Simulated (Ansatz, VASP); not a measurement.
**Sb: VASP beside Ansatz**

Contents of INCAR:

```
  PREC = Accurate
  ENCUT = 520
  EDIFF = 1E-6
  ISMEAR = -1
  SIGMA = 0.1
  LREAL = F
  LASPH = T
  NELM = 80
  ALGO = Normal
  ISIF = 2
  LWAVE = F
  LCHARG = T
  GGA = B5
  ALDAX = 1.0
  AGGAX = 1.0
  AGGAC = 1.0
  ALDAC = 0.0
  LELF = T
  LVHAR = T
  NBANDS = 18
```

File KPOINTS:

```
Automatic mesh
0
Gamma
  12 12 3
```

Contents of POSCAR:

```
Sb
1.0
    3.5697818548      0.0000000000      0.0000000000
   -1.7848909274      3.0915217722      0.0000000000
    0.0000000000      0.0000000000     12.3211507985
Sb
4
Direct
    1.0000000000      1.0000000000      0.0000000000
    1.0000000000      1.0000000000      0.5000000000
    0.3333333333      0.6666666667      0.2500000000
    0.6666666667      0.3333333333      0.7500000000
```

Input for Ansatz:

```yaml
crystal:
  lattice:
    - [3.5697818548, 0.0, 0.0]
    - [-1.7848909274, 3.0915217722, 0.0]
    - [0.0, 0.0, 12.3211507985]
  atoms:
    - { symbol: Sb, position: [1.0, 1.0, 0.0] }
    - { symbol: Sb, position: [1.0, 1.0, 0.5] }
    - { symbol: Sb, position: [0.3333333333, 0.6666666667, 0.25] }
    - { symbol: Sb, position: [0.6666666667, 0.3333333333, 0.75] }
hamiltonian:
  xc: blyp
  pseudopotentials:
    kind: paw
    azcp:
      Sb: "pseudopotentials/Sb.paw.azcp"
basis:
  ecutwfc: 420
  fft_grid_basis: typed
kpoints:
  mp_grid: { grid: [12, 12, 3], shift: [0, 0, 0] }
magnetization:
  spin_polarized: false
scf:
  occupations: { method: fermi_dirac, width: 0.1 }
  lower_state_search: "off"
output:
  stress: true
```

Alike in both runs: task single point; functional BLYP; k mesh 12 × 12 × 3; occupations fermi-dirac, width 0.1 eV; no spin polarisation.

|  | VASP | Ansatz |
| --- | --- | --- |
| version | VASP 6.6.1 | Ansatz 0.2.0 |
| potentials or method | VASP PAW PBE potentials, release 64 (Sb), cutoff 520 eV | plane waves (420 eV) with PAW, scalar-relativistic |
| valence electrons in the cell | 20 | 60 |

|  | VASP | Ansatz | Ansatz less VASP |
| --- | --- | --- | --- |
| pressure (GPa) | -3.8 | -3.9 | -0.07 |
| traceless stress, the component that is largest in VASP (GPa) | 0.26 | 0.27 | +0.007 |

VASP's potentials were made for PBE, not for BLYP. The functional is the same, so the differences come from potentials, cutoffs and numerics. VASP's potentials hold 20 valence electrons a cell and Ansatz's 60, so a difference there can come from the potentials and not from the codes.

Spin-orbit coupling is off throughout.
